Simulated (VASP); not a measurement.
# Pd (Im-3m) in VASP: notebook, part 2 of 2

VASP 6.6.1. Earlier steps stand in the parts before.

### Step 3. Single point, revPBE+D3(BJ)

This run uses another cell than the first one, of 14.54 Å³/atom, 0.935 times its volume.

Contents of INCAR:

```
SYSTEM = Pd
PREC = Accurate
ENCUT = 520
EDIFF = 1E-7
ISMEAR = -1
SIGMA = 0.05
LREAL = .False.
LASPH = .True.
NELM = 80
ALGO = Normal
ISIF = 2
LWAVE = .False.
LCHARG = .False.
GGA = RE
IVDW = 12
NBANDS = 11
```

Contents of KPOINTS:

```
regular mesh
0
Gamma
  12 12 12
  0 0 0
```

Contents of POSCAR:

```
Pd
1.0
   -1.5376310010      1.5376310010      1.5376310010
    1.5376310010     -1.5376310010      1.5376310010
    1.5376310010      1.5376310010     -1.5376310010
Pd
1
Direct
    0.0000000000      0.0000000000      0.0000000000
```

Potentials or basis: VASP PAW PBE potentials, release 64 (Pd).

Launch:

```console
$ cat potpaw_PBE.64/Pd/POTCAR > POTCAR
$ mpirun -np 1 vasp_std > vasp.out
```

OUTCAR:

```text
SYSTEM = Pd
   PREC = Accurate
   ENCUT = 520
   EDIFF = 1E-7
   ISMEAR = -1
   LREAL = .False.
   LASPH = .True.
   NELM = 80
   ISIF = 2
   GGA = RE
   IVDW = 12
 IVDW          = 12

 ion  position               nearest neighbor table
   1  0.000  0.000  0.000-

  LATTYP: Found a body centered cubic cell.
 ALAT       =     3.0752620020

  Lattice vectors:

 A1 = (  -1.5376310010,   1.5376310010,   1.5376310010)
 A2 = (   1.5376310010,  -1.5376310010,   1.5376310010)
 A3 = (   1.5376310010,   1.5376310010,  -1.5376310010)

Analysis of symmetry for initial positions (statically):
=====================================================================
 Subroutine PRICEL returns:
 Original cell was already a primitive cell.

 Routine SETGRP: Setting up the symmetry group for a
 body centered cubic supercell.

 Subroutine GETGRP returns: Found 48 space group operations
[... 9 lines left out ...]

 Routine SETGRP: Setting up the symmetry group for a
 body centered cubic supercell.

 Subroutine GETGRP returns: Found 48 space group operations
[... 11 lines left out ...]
                                     Primitive cell

  volume of cell :      14.5417

  direct lattice vectors                    reciprocal lattice vectors
    -1.537631001  1.537631001  1.537631001     0.000000000  0.325175546  0.325175546
     1.537631001 -1.537631001  1.537631001     0.325175546  0.000000000  0.325175546
     1.537631001  1.537631001 -1.537631001     0.325175546  0.325175546  0.000000000

  length of vectors
     2.663255017  2.663255017  2.663255017     0.459867667  0.459867667  0.459867667

  position of ions in fractional coordinates (direct lattice)
     0.000000000  0.000000000  0.000000000

  ion indices of the primitive-cell ions
   primitive index   ion index
                 1           1

----------------------------------------------------------------------------------------

 KPOINTS: regular mesh

Automatic generation of k-mesh.
 Grid dimensions read from file:
 generate k-points for:   12   12   12

 Generating k-lattice:

  Cartesian coordinates                     Fractional coordinates (reciprocal lattice)
     0.000000000  0.027097962  0.027097962     0.083333333  0.000000000  0.000000000
     0.027097962  0.000000000  0.027097962     0.000000000  0.083333333  0.000000000
     0.027097962  0.027097962  0.000000000     0.000000000  0.000000000  0.083333333

  Length of vectors
     0.038322306  0.038322306  0.038322306

  Shift w.r.t. Gamma in fractional coordinates (k-lattice)
     0.000000000  0.000000000  0.000000000

 Subroutine IBZKPT returns following result:
 ===========================================

 Found     72 irreducible k-points:

 Following reciprocal coordinates:
            Coordinates               Weight
  0.000000  0.000000  0.000000      1.000000
  0.083333  0.000000  0.000000     12.000000
  0.166667  0.000000  0.000000     12.000000
  0.250000  0.000000  0.000000     12.000000
  0.333333  0.000000  0.000000     12.000000
  0.416667  0.000000  0.000000     12.000000
[... 16 lines left out ...]
  0.333333  0.083333  0.083333     24.000000
  0.416667  0.083333  0.083333     12.000000
 [... further k-points ...]
   k-points           NKPTS =     72   k-points in BZ     NKDIM =     72   number of bands    NBANDS=     11
   number of dos      NEDOS =    301   number of ions     NIONS =      1
   total plane-waves  NPLWV =   8000
   dimension x,y,z NGX =    20 NGY =   20 NGZ =   20
   dimension x,y,z NGXF=    40 NGYF=   40 NGZF=   40
   ions per type =               1
   NGX,Y,Z   is equivalent  to a cutoff of  12.48, 12.48, 12.48 a.u.
   NGXF,Y,Z  is equivalent  to a cutoff of  24.97, 24.97, 24.97 a.u.
 SYSTEM =  Pd
   PREC   = accura    normal or accurate (medium, high low for compatibility)
   ISTART =      0    job   : 0-new  1-cont  2-samecut
   ICHARG =      2    charge: 1-file 2-atom 10-const
   ISPIN  =      1    spin polarized calculation?
   LNONCOLLINEAR =      F non collinear calculations
   LSORBIT =      F    spin-orbit coupling
   LASPH  =      T    aspherical Exc in radial PAW
   ENCUT  =  520.0 eV  38.22 Ry    6.18 a.u.   4.95  4.95  4.95*2*pi/ulx,y,z
   NELM   =     80;   NELMIN=  2; NELMDL= -5     # of ELM steps
   EDIFF  = 0.1E-06   stopping-criterion for ELM
   LREAL  =      F    real-space projection
   EDIFFG = 0.1E-05   stopping-criterion for IOM
   NSW    =      0    number of steps for IOM
   IBRION =     -1    ionic relax: 0-MD 1-quasi-New 2-CG
   NFREE  =      0    steps in history (QN), initial steepest desc. (CG)
   ISIF   =      2    stress and relaxation
   ISYM   =      2    0-nonsym 1-usesym 2-fastsym
   POTIM  = 0.5000    time-step for ionic-motion
   TEBEG  =    0.0;   TEEND  =   0.0 temperature during run
   PSTRESS=    0.0 pullay stress
   NELECT =      10.0000    total number of electrons
   NUPDOWN=      -1.0000    fix difference up-down
   EMIN   =  10.00;   EMAX   =-10.00  energy-range for DOS
   EFERMI =   0.00;   METHOD = LEGACY
   ISMEAR =    -1;   SIGMA  =   0.05  broadening in eV -4-tet -1-fermi 0-gaus
   EFERMI_NEDOS =   21; number of points for ismear=-14 and -15
   IALGO  =     38    algorithm
   IMIX   =      4    mixing-type and parameters
     AMIX     =   0.40;   BMIX     =  1.00
     AMIX_MAG =   1.60;   BMIX_MAG =  1.00
  volume/ion in A,a.u.               =      14.54        98.13
  Fermi-wavevector in a.u.,A,eV,Ry     =   1.445005  2.730664 28.409505  2.088040
  Thomas-Fermi vector in A             =   2.563236
   LORBIT       =      0    0 simple, 1 ext, 2 COOP (PROOUT), +10 PAW based schemes
   GGA     = RE    functional components
   LHFCALC =     F    Hartree Fock is set to
   AEXX    =    0.0000 exact exchange contribution
   IVDW    =    12    specifies the selected vdW correction
   LEPSILON=     F    determine dielectric tensor
   LRPA    =     F    only Hartree local field effects (RPA)
 non-spin polarized calculation
  energy-cutoff  :      520.00
  volume of cell :       14.54
 maximum number of plane-waves:       402
   NGX =  9   NGY =  9   NGZ =  9

 number of electron      10.0000000 magnetization

 number of electron       9.9999997 magnetization

 Free energy of the ion-electron system (eV)
  ---------------------------------------------------
  ext. energy  EPLUGINS =         0.00000000
  ---------------------------------------------------
  free energy    TOTEN  =        -4.66149507 eV

  energy without entropy =       -4.65230973  energy(sigma->0) =       -4.65690240

 E-fermi :  10.0736     XC(G=0): -13.1942

 val. band max:       10.0692462895   @ k =  -0.4167   0.4167   0.4167
 cond. band min:      10.1637259440   @ k =  -0.4167   0.4167   0.2500
 fundamental gap:      0.0944796544
 Fermi energy:        10.0735515072

 k-point     1 :       0.0000    0.0000    0.0000
  band No.  band energies     occupation
      1       2.8900      2.00000
      2       7.0739      2.00000
      3       7.0739      2.00000
      4       7.0739      2.00000
      5       9.1019      2.00000
      6       9.1019      2.00000
      7      29.5228      0.00000
      8      29.5228      0.00000
      9      29.5228      0.00000
     10      36.4773      0.00000
     11      38.2696      0.00000

 k-point     2 :       0.0833    0.0000    0.0000
  band No.  band energies     occupation
      1       3.1581      2.00000
      2       6.9817      2.00000
      3       7.0766      2.00000
      4       7.2676      2.00000
      5       8.9963      2.00000
      6       9.1090      2.00000
      7      29.3775      0.00000
      8      29.5574      0.00000
      9      29.8552      0.00000
     10      36.3377      0.00000
     11      36.4224      0.00000
[... 295 lines left out ...]
 k-point    24 :       0.4167    0.0833    0.0833
  band No.  band energies     occupation
      1       5.0726      2.00000
      2       5.8464      2.00000
      3       8.9625      2.00000
      4       9.1202      2.00000
      5       9.3632      2.00000
      6      13.7323      0.00000
      7      18.1669      0.00000
      8      24.6998      0.00000
      9      25.8402      0.00000
     10      34.9433      0.00000
     11      36.4390      0.00000

 [... further k-points ...]

------------------------ aborting loop because EDIFF is reached ----------------------------------------

 Edisp (eV)   -1.29204

 E8    (eV) :    -0.9099

  FORCE on cell =-STRESS in cart. coord.  units (eV):
  Direction    XX          YY          ZZ          XY          YZ          ZX
  --------------------------------------------------------------------------------------
  -------------------------------------------------------------------------------------
  Total      -0.03174    -0.03174    -0.03174     0.00000     0.00000     0.00000
  in kB      -3.49747    -3.49747    -3.49747     0.00000     0.00000     0.00000
  external pressure =       -3.50 kB  Pullay stress =        0.00 kB

 VOLUME and BASIS-vectors are now :
 -----------------------------------------------------------------------------
  energy-cutoff  :      520.00
  volume of cell :       14.54
      direct lattice vectors                 reciprocal lattice vectors
    -1.537631001  1.537631001  1.537631001     0.000000000  0.325175546  0.325175546
     1.537631001 -1.537631001  1.537631001     0.325175546  0.000000000  0.325175546
     1.537631001  1.537631001 -1.537631001     0.325175546  0.325175546  0.000000000

 POSITION                                       TOTAL-FORCE (eV/Angst)
 -----------------------------------------------------------------------------------
      0.00000      0.00000      0.00000         0.000000      0.000000     -0.000000
 -----------------------------------------------------------------------------------
    total drift:                                0.000000     -0.000000      0.000000

  FREE ENERGIE OF THE ION-ELECTRON SYSTEM (eV)
  ---------------------------------------------------
  free  energy   TOTEN  =        -5.9535369353 eV

  energy  without entropy=       -5.9443516001  energy(sigma->0) =       -5.94894427
```

OSZICAR:

```text
N       E                     dE             d eps       ncg     rms          rms(c)
DAV:   1     0.424547446186E+02    0.42455E+02   -0.52406E+03  1600   0.862E+02
DAV:   2    -0.437380580023E+01   -0.46829E+02   -0.45169E+02  1775   0.182E+02
DAV:   3    -0.489344571266E+01   -0.51964E+00   -0.51769E+00  1910   0.209E+01
DAV:   4    -0.489563593536E+01   -0.21902E-02   -0.21900E-02  1920   0.140E+00
DAV:   5    -0.489565904320E+01   -0.23108E-04   -0.23107E-04  2051   0.132E-01    0.779E+00
DAV:   6    -0.467565255649E+01    0.22001E+00   -0.81449E-01  1938   0.751E+00    0.400E+00
DAV:   7    -0.466486379865E+01    0.10789E-01   -0.12352E-02  2059   0.857E-01    0.204E+00
DAV:   8    -0.466149041663E+01    0.33734E-02   -0.10879E-03  1964   0.249E-01    0.712E-02
DAV:   9    -0.466149047251E+01   -0.55882E-07   -0.87647E-06  2076   0.264E-02    0.201E-02
DAV:  10    -0.466149506819E+01   -0.45957E-05   -0.20017E-06  1987   0.134E-02    0.161E-03
DAV:  11    -0.466149506684E+01    0.13488E-08   -0.24454E-08  1780   0.117E-03
   1 F= -.59535369E+01 E0= -.59489443E+01  d E =-.918534E-02
```

stdout:

```text
POSCAR found type information on POSCAR Pd
 POSCAR found :  1 types and       1 ions
 scaLAPACK will be used
 -----------------------------------------------------------------------------
|                                                                             |
|                                                                             |
|     You enforced a specific xc type in the INCAR file but a different       |
|     I HOPE YOU KNOW WHAT YOU ARE DOING!                                     |
|                                                                             |
 -----------------------------------------------------------------------------

 LDA part: xc-table for (Slater+PW92), standard interpolation
 POSCAR, INCAR and KPOINTS ok, starting setup
 FFT: planning ... GRIDC
 FFT: planning ... GRID_SOFT
 FFT: planning ... GRID
 WAVECAR not read
 entering main loop
```

It took 4.7 s on 1 thread of Intel Xeon 6975P-C (Granite Rapids), shared host; peak memory 0.14 GiB.

Results:

- Free energy: -5.9535 eV
- Pressure: -0.3 GPa
- Band gap on the k mesh: zero (band 5 reaches 10.72 eV, above the bottom of band 6 at 8.98 eV)
- Dispersion energy per atom: -1.292 eV

Levels at points of the mesh, in eV from the Fermi level:
| k point | band 1 | band 2 | band 3 | band 4 | band 5 | band 6 | band 7 | band 8 | band 9 | band 10 |
| --- | --- | --- | --- | --- | --- | --- | --- | --- | --- | --- |
| (0.00, 0.00, 0.00) | -7.18 | -3.00 | -3.00 | -3.00 | -0.97 | -0.97 | 19.45 | 19.45 | 19.45 | 26.40 |
| (0.50, 0.00, 0.00) | -5.39 | -4.23 | -1.04 | -0.72 | 0.65 | 1.43 | 8.14 | 15.23 | 18.13 | 24.68 |
| (0.50, 0.50, 0.50) | -5.35 | -5.35 | 0.25 | 0.25 | 0.25 | 9.37 | 9.37 | 9.37 | 17.90 | 17.90 |

Caveat: the PAW data sets were made with another functional, which shifts forces and pressure a little; pairwise dispersion overbinds metals, which lowers pressure and volume.

### Step 4. Single point, revPBE+D4

This run uses another cell than the first one, of 15.00 Å³/atom, 0.965 times its volume.

Contents of INCAR:

```
SYSTEM = Pd
PREC     = Accurate       ! precision mode
ENCUT    = 520            ! plane-wave cutoff, eV
EDIFF    = 1E-6           ! SCF threshold, eV
ISMEAR   = -1             ! smearing method
SIGMA    = 0.05           ! smearing width, eV
LREAL    = .FALSE.        ! projectors in reciprocal space
LASPH    = .TRUE.         ! aspherical terms in the spheres
NELM     = 100            ! most SCF steps
ALGO     = Fast           ! electronic algorithm
ISIF     = 2              ! what is computed and relaxed
LWAVE    = .FALSE.        ! write WAVECAR
LCHARG   = .TRUE.         ! write CHGCAR
GGA      = RE             ! functional
IVDW     = 13             ! dispersion correction
LELF     = .TRUE.         ! ELF
LVHAR    = .TRUE.       
NBANDS   = 11             ! bands
```

Contents of KPOINTS:

```
Automatic mesh
0
G
  12 12 12
  0 0 0
```

Contents of POSCAR:

```
Pd
1.0
   -1.5536798973      1.5536798973      1.5536798973
    1.5536798973     -1.5536798973      1.5536798973
    1.5536798973      1.5536798973     -1.5536798973
Pd
1
Direct
    0.0000000000      0.0000000000      0.0000000000
```

Launch:

```console
$ cat potpaw_PBE.64/Pd/POTCAR > POTCAR
$ mpirun -np 1 vasp_std > vasp.out
```

It took 5.7 s on 1 thread of Intel Xeon 6975P-C (Granite Rapids), shared host; peak memory 0.13 GiB.

Results (log left out):

| Item | Value |
| --- | --- |
| Free energy | -5.5051 eV |
| Pressure | -0.2 GPa |
| Band gap on the k mesh | zero (band 5 reaches 10.16 eV, above the bottom of band 6 at 8.52 eV) |
| Dispersion energy per atom | -0.811 eV |

Levels at points of the mesh, in eV from the Fermi level:
```csv
k point,band 3,band 4,band 5,band 6,band 7,band 8
"(0.00, 0.00, 0.00)",-2.86,-2.86,-0.93,-0.93,19.38,19.38
"(0.50, 0.00, 0.00)",-0.99,-0.69,0.61,1.48,7.87,15.15
"(0.50, 0.50, 0.50)",0.23,0.23,0.23,9.25,9.25,9.25
```

Caveat: the PAW data sets were made with another functional, which shifts forces and pressure a little; pairwise dispersion overbinds metals, which lowers pressure and volume.

### Step 5. Summary

```csv
level,potentials or basis,cell,gap on the mesh (eV),pressure (GPa)
LDA,"VASP PAW LDA potentials, release 64 (Pd)","a = 2.723 Å, angles 109.5°, 1 atom",none,-15.1
revPBE+D3(BJ),"VASP PAW PBE potentials, release 64 (Pd)","a = 2.663 Å, angles 109.5°, 1 atom",none,-0.3
revPBE+D4,"VASP PAW PBE potentials, release 64 (Pd)","a = 2.691 Å, angles 109.5°, 1 atom",none,-0.2
```

Alike in all rows: task single point; no spin polarisation; k mesh 12 × 12 × 12; cutoff (eV) 520; smearing fermi-dirac 0.05 eV.

Caveats: the PAW data sets were made with another functional, which shifts forces and pressure a little (some runs); pairwise dispersion overbinds metals, which lowers pressure and volume (some runs).

Total energies depend on the potentials used, so only differences within one code and one set of settings carry meaning.
